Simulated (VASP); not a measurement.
# LiTl2B6 (Fm-3m) in VASP: further runs

The runs below take LiTl2B6 through single point, relaxation of cell and atoms, with PBE.

Program: VASP 6.6.1. These are calculated values, not measurements. Logs are shortened: lines on timing, memory, paths and dates and some standing lists are left out, and cuts for length are marked.

## 1. The cell of the first run

The structure is cubic, space group Fm-3m (No. 225). The conventional cell has a = 8.467 Å, b = 8.467 Å, c = 8.467 Å, α = 90.00°, β = 90.00°, γ = 90.00°. Within 4.0 Å of Li (site symmetry m-3m) lie 6 B at 3.01 Å and 8 Tl at 3.67 Å. Tl (site symmetry -43m) has 12 B at 3.12 Å and 4 Li at 3.67 Å within 4.1 Å. Within 2.3 Å of B (site symmetry 4mm) lie 4 B at 1.73 Å.

## 2. Single point, PBE

Contents of INCAR:

```
ALGO     = Normal         # electronic algorithm
EDIFF    = 1E-6           # SCF threshold, eV
ENCUT    = 520            # plane-wave cutoff, eV
GGA      = PE             # functional
ISIF     = 2              # what is computed and relaxed
ISMEAR   = 0              # smearing method
LASPH    = True           # aspherical terms in the spheres
LCHARG   = False          # write CHGCAR
LREAL    = False          # projectors in reciprocal space
LWAVE    = False          # write WAVECAR
NBANDS   = 34             # bands
NELM     = 100            # most SCF steps
PREC     = Accurate       # precision mode
SIGMA    = 0.1            # smearing width, eV
```

Contents of KPOINTS:

```
k-points
0
Gamma
  8 8 8
```

Contents of POSCAR:

```
LiTl2B6
1.0
    0.0000000000      4.2335421210      4.2335421210
    4.2335421210      0.0000000000      4.2335421210
    4.2335421210      4.2335421210      0.0000000000
Li Tl B
1 2 6
Direct
    0.0000000000      0.0000000000      0.0000000000
    0.7500000000      0.7500000000      0.7500000000
    0.2500000000      0.2500000000      0.2500000000
    0.6446501898      0.6446501898      0.3553498102
    0.3553498102      0.6446501898      0.3553498102
    0.6446501898      0.3553498102      0.3553498102
    0.3553498102      0.3553498102      0.6446501898
    0.6446501898      0.3553498102      0.6446501898
    0.3553498102      0.6446501898      0.6446501898
```

Potentials or basis: VASP PAW PBE potentials, release 64 (Li_sv, Tl_d, B).

On the command line:

```sh
$ cat potpaw_PBE.64/Li_sv/POTCAR potpaw_PBE.64/Tl_d/POTCAR potpaw_PBE.64/B/POTCAR > POTCAR
$ mpirun -np 1 vasp_std > vasp.out
```

OUTCAR:

```text
EDIFF = 1E-6
   ENCUT = 520
   GGA = PE
   ISIF = 2
   ISMEAR = 0
   LASPH = True
   LREAL = False
   NELM = 100
   PREC = Accurate

 ion  position               nearest neighbor table
   1  0.000  0.000  0.000-
   2  0.750  0.750  0.750-   5 3.12   7 3.12   9 3.12   6 3.12   7 3.12   8 3.12   4 3.12   5 3.12
                             6 3.12   4 3.12   8 3.12   9 3.12
   3  0.250  0.250  0.250-   7 3.12   8 3.12   9 3.12   4 3.12   5 3.12   9 3.12   4 3.12   6 3.12
                             8 3.12   5 3.12   6 3.12   7 3.12
   4  0.645  0.645  0.355-   5 1.73   6 1.73   8 1.73   9 1.73   3 3.12   3 3.12   2 3.12   2 3.12

   5  0.355  0.645  0.355-   4 1.73   6 1.73   7 1.73   9 1.73   3 3.12   2 3.12   2 3.12   3 3.12

   6  0.645  0.355  0.355-   4 1.73   5 1.73   7 1.73   8 1.73   3 3.12   2 3.12   2 3.12   3 3.12

   7  0.355  0.355  0.645-   5 1.73   6 1.73   8 1.73   9 1.73   3 3.12   2 3.12   2 3.12   3 3.12

   8  0.645  0.355  0.645-   4 1.73   6 1.73   7 1.73   9 1.73   3 3.12   3 3.12   2 3.12   2 3.12

   9  0.355  0.645  0.645-   4 1.73   5 1.73   7 1.73   8 1.73   3 3.12   3 3.12   2 3.12   2 3.12

  LATTYP: Found a face centered cubic cell.
 ALAT       =     8.4670842420

  Lattice vectors:

 A1 = (   0.0000000000,   4.2335421210,   4.2335421210)
 A2 = (   4.2335421210,   0.0000000000,   4.2335421210)
 A3 = (   4.2335421210,   4.2335421210,   0.0000000000)

Analysis of symmetry for initial positions (statically):
=====================================================================
 Subroutine PRICEL returns:
 Original cell was already a primitive cell.

 Routine SETGRP: Setting up the symmetry group for a
 face centered cubic supercell.

 Subroutine GETGRP returns: Found 48 space group operations
[... 9 lines left out ...]

 Routine SETGRP: Setting up the symmetry group for a
 face centered cubic supercell.

 Subroutine GETGRP returns: Found 48 space group operations
[... 11 lines left out ...]
                                     Primitive cell

  volume of cell :     151.7545

  direct lattice vectors                    reciprocal lattice vectors
     0.000000000  4.233542121  4.233542121    -0.118104411  0.118104411  0.118104411
     4.233542121  0.000000000  4.233542121     0.118104411 -0.118104411  0.118104411
     4.233542121  4.233542121  0.000000000     0.118104411  0.118104411 -0.118104411

  length of vectors
     5.987132684  5.987132684  5.987132684     0.204562841  0.204562841  0.204562841

  position of ions in fractional coordinates (direct lattice)
     0.000000000  0.000000000  0.000000000
     0.750000000  0.750000000  0.750000000
     0.250000000  0.250000000  0.250000000
     0.644650190  0.644650190  0.355349810
     0.355349810  0.644650190  0.355349810
     0.644650190  0.355349810  0.355349810
     0.355349810  0.355349810  0.644650190
     0.644650190  0.355349810  0.644650190
     0.355349810  0.644650190  0.644650190

  ion indices of the primitive-cell ions
   primitive index   ion index
                 1           1
                 2           2
                 3           3
                 4           4
                 5           5
                 6           6
                 7           7
                 8           8
                 9           9

----------------------------------------------------------------------------------------

 KPOINTS: k-points

Automatic generation of k-mesh.
 Grid dimensions read from file:
 generate k-points for:    8    8    8

 Generating k-lattice:

  Cartesian coordinates                     Fractional coordinates (reciprocal lattice)
    -0.014763051  0.014763051  0.014763051     0.125000000  0.000000000  0.000000000
     0.014763051 -0.014763051  0.014763051     0.000000000  0.125000000  0.000000000
     0.014763051  0.014763051 -0.014763051     0.000000000  0.000000000  0.125000000

  Length of vectors
     0.025570355  0.025570355  0.025570355

  Shift w.r.t. Gamma in fractional coordinates (k-lattice)
     0.000000000  0.000000000  0.000000000

 Subroutine IBZKPT returns following result:
 ===========================================

 Found     29 irreducible k-points:

 Following reciprocal coordinates:
            Coordinates               Weight
  0.000000  0.000000  0.000000      1.000000
  0.125000  0.000000  0.000000      8.000000
  0.250000  0.000000  0.000000      8.000000
  0.375000  0.000000  0.000000      8.000000
  0.500000  0.000000  0.000000      4.000000
  0.125000  0.125000  0.000000      6.000000
[... 16 lines left out ...]
  0.500000  0.250000  0.125000     48.000000
 -0.375000  0.250000  0.125000     24.000000
 [... further k-points ...]
   k-points           NKPTS =     29   k-points in BZ     NKDIM =     29   number of bands    NBANDS=     34
   number of dos      NEDOS =    301   number of ions     NIONS =      9
   total plane-waves  NPLWV = 110592
   dimension x,y,z NGX =    48 NGY =   48 NGZ =   48
   dimension x,y,z NGXF=    96 NGYF=   96 NGZF=   96
   ions per type =               1   2   6
   NGX,Y,Z   is equivalent  to a cutoff of  13.33, 13.33, 13.33 a.u.
   NGXF,Y,Z  is equivalent  to a cutoff of  26.66, 26.66, 26.66 a.u.
 SYSTEM =  unknown system
   PREC   = accura    normal or accurate (medium, high low for compatibility)
   ISTART =      0    job   : 0-new  1-cont  2-samecut
   ICHARG =      2    charge: 1-file 2-atom 10-const
   ISPIN  =      1    spin polarized calculation?
   LNONCOLLINEAR =      F non collinear calculations
   LSORBIT =      F    spin-orbit coupling
   LASPH  =      T    aspherical Exc in radial PAW
   ENCUT  =  520.0 eV  38.22 Ry    6.18 a.u.  11.13 11.13 11.13*2*pi/ulx,y,z
   NELM   =    100;   NELMIN=  2; NELMDL= -5     # of ELM steps
   EDIFF  = 0.1E-05   stopping-criterion for ELM
   LREAL  =      F    real-space projection
   EDIFFG = 0.1E-04   stopping-criterion for IOM
   NSW    =      0    number of steps for IOM
   IBRION =     -1    ionic relax: 0-MD 1-quasi-New 2-CG
   NFREE  =      0    steps in history (QN), initial steepest desc. (CG)
   ISIF   =      2    stress and relaxation
   ISYM   =      2    0-nonsym 1-usesym 2-fastsym
   POTIM  = 0.5000    time-step for ionic-motion
   TEBEG  =    0.0;   TEEND  =   0.0 temperature during run
   PSTRESS=    0.0 pullay stress
   NELECT =      47.0000    total number of electrons
   NUPDOWN=      -1.0000    fix difference up-down
   EMIN   =  10.00;   EMAX   =-10.00  energy-range for DOS
   EFERMI =   0.00;   METHOD = LEGACY
   ISMEAR =     0;   SIGMA  =   0.10  broadening in eV -4-tet -1-fermi 0-gaus
   EFERMI_NEDOS =   21; number of points for ismear=-14 and -15
   IALGO  =     38    algorithm
   IMIX   =      4    mixing-type and parameters
     AMIX     =   0.40;   BMIX     =  1.00
     AMIX_MAG =   1.60;   BMIX_MAG =  1.00
  volume/ion in A,a.u.               =      16.86       113.79
  Fermi-wavevector in a.u.,A,eV,Ry     =   1.107627  2.093112 16.692141  1.226838
  Thomas-Fermi vector in A             =   2.244144
   LORBIT       =      0    0 simple, 1 ext, 2 COOP (PROOUT), +10 PAW based schemes
   GGA     = PE    functional components
   LHFCALC =     F    Hartree Fock is set to
   AEXX    =    0.0000 exact exchange contribution
   IVDW    =     0    specifies the selected vdW correction
   LEPSILON=     F    determine dielectric tensor
   LRPA    =     F    only Hartree local field effects (RPA)
 non-spin polarized calculation
 Gauss-broadening in eV      SIGMA  =   0.10
  energy-cutoff  :      520.00
  volume of cell :      151.75
 maximum number of plane-waves:      4128
 NGX is ok and might be reduce to    48
   NGX = 23   NGY = 23   NGZ = 23

 number of electron      46.9999995 magnetization

 Free energy of the ion-electron system (eV)
  ---------------------------------------------------
  ext. energy  EPLUGINS =         0.00000000
  ---------------------------------------------------
  free energy    TOTEN  =       -37.84421624 eV

  energy without entropy =      -37.81919160  energy(sigma->0) =      -37.83170392

 E-fermi :   3.0837     XC(G=0):  -9.2351

 val. band max:        3.0694781903   @ k =   0.1250   0.1250   0.0000
 cond. band min:       3.0850382898   @ k =  -0.3750   0.5000   0.1250
 fundamental gap:      0.0155600995
 Fermi energy:         3.0836609095

 k-point     1 :       0.0000    0.0000    0.0000
  band No.  band energies     occupation
      1     -43.3985      2.00000
      2     -11.6860      2.00000
      3      -7.5558      2.00000
      4      -7.5558      2.00000
      5      -7.5558      2.00000
      6      -7.4924      2.00000
[... 26 lines left out ...]
     33       7.6443      0.00000
     34       8.1494      0.00000

 k-point     2 :       0.1250    0.0000    0.0000
  band No.  band energies     occupation
      1     -43.3985      2.00000
      2     -11.6812      2.00000
      3      -7.5493      2.00000
      4      -7.5493      2.00000
      5      -7.5379      2.00000
      6      -7.4859      2.00000
[... 26 lines left out ...]
     33       8.1590      0.00000
     34       8.4976      0.00000

 k-point     3 :       0.2500    0.0000    0.0000
  band No.  band energies     occupation
      1     -43.3985      2.00000
      2     -11.6696      2.00000
      3      -7.5315      2.00000
      4      -7.5315      2.00000
      5      -7.4911      2.00000
      6      -7.4673      2.00000
[... 26 lines left out ...]
     33       8.3714      0.00000
     34       8.9594      0.00000
[... 704 lines left out ...]
 k-point    23 :       0.5000    0.2500    0.1250
  band No.  band energies     occupation
      1     -43.3985      2.00000
      2     -11.6517      2.00000
      3      -7.5048      2.00000
      4      -7.4772      2.00000
      5      -7.4599      2.00000
      6      -7.4427      2.00000
[... 26 lines left out ...]
     33       9.1404      0.00000
     34       9.2587      0.00000

 k-point    24 :      -0.3750    0.2500    0.1250
  band No.  band energies     occupation
      1     -43.3985      2.00000
      2     -11.6479      2.00000
      3      -7.4912      2.00000
      4      -7.4755      2.00000
      5      -7.4467      2.00000
      6      -7.4403      2.00000
[... 26 lines left out ...]
     33       9.1754      0.00000
     34       9.4274      0.00000

 [... further k-points ...]
[... 5 lines left out ...]
  --------------------------------------------------------------------------------------
  -------------------------------------------------------------------------------------
  Total       -0.0107244     -0.0107244     -0.0107244      0.0000000      0.0000000     -0.0000000
  in kB       -0.1132246     -0.1132246     -0.1132246      0.0000000      0.0000000     -0.0000000
  external PRESSURE =      -0.1132246 kB  Pullay stress =       0.0000000 kB

 VOLUME and BASIS-vectors are now :
 -----------------------------------------------------------------------------
  energy-cutoff  :      520.00
  volume of cell :      151.75
      direct lattice vectors                 reciprocal lattice vectors
     0.000000000  4.233542121  4.233542121    -0.118104411  0.118104411  0.118104411
     4.233542121  0.000000000  4.233542121     0.118104411 -0.118104411  0.118104411
     4.233542121  4.233542121  0.000000000     0.118104411  0.118104411 -0.118104411

 POSITION                                       TOTAL-FORCE (eV/Angst)
 -----------------------------------------------------------------------------------
      0.00000      0.00000      0.00000         0.000000      0.000000     -0.000000
      6.35031      6.35031      6.35031         0.000000      0.000000      0.000000
      2.11677      2.11677      2.11677         0.000000      0.000000     -0.000000
      4.23354      4.23354      5.45831         0.000000      0.000000      0.017546
      4.23354      3.00878      4.23354         0.000000     -0.017546      0.000000
      3.00878      4.23354      4.23354        -0.017546      0.000000      0.000000
      4.23354      4.23354      3.00878         0.000000      0.000000     -0.017546
      4.23354      5.45831      4.23354         0.000000      0.017546      0.000000
      5.45831      4.23354      4.23354         0.017546      0.000000      0.000000
 -----------------------------------------------------------------------------------
    total drift:                                0.000000      0.000000      0.000000

  FREE ENERGIE OF THE ION-ELECTRON SYSTEM (eV)
  ---------------------------------------------------
  free  energy   TOTEN  =       -37.8442162385 eV

  energy  without entropy=      -37.8191915977  energy(sigma->0) =      -37.83170392
```

Run time: 2.2 min. Hardware: 1 thread of Intel Xeon 6975P-C (Granite Rapids), shared host; peak memory 0.39 GiB.

Results:

- Free energy: -37.8442 eV
- Largest force: 0.018 eV/Å

Forces on the atoms (eV/Å):
```
Li   0.000  0.000  0.000
Tl   0.000  0.000  0.000
Tl   0.000  0.000  0.000
B    0.000  0.000  0.018
B    0.000 -0.018  0.000
B   -0.018  0.000  0.000
B    0.000  0.000 -0.018
B    0.000  0.018  0.000
B    0.018  0.000  0.000
```

Caveat: the cutoff is under 1.25 times the usual one of these potentials, so pressure, stress and relaxed cells hold a basis-set (Pulay) error; spin-orbit coupling is left out, which moves the levels of the heavy elements.

(Part 1 of 2 ends here.)
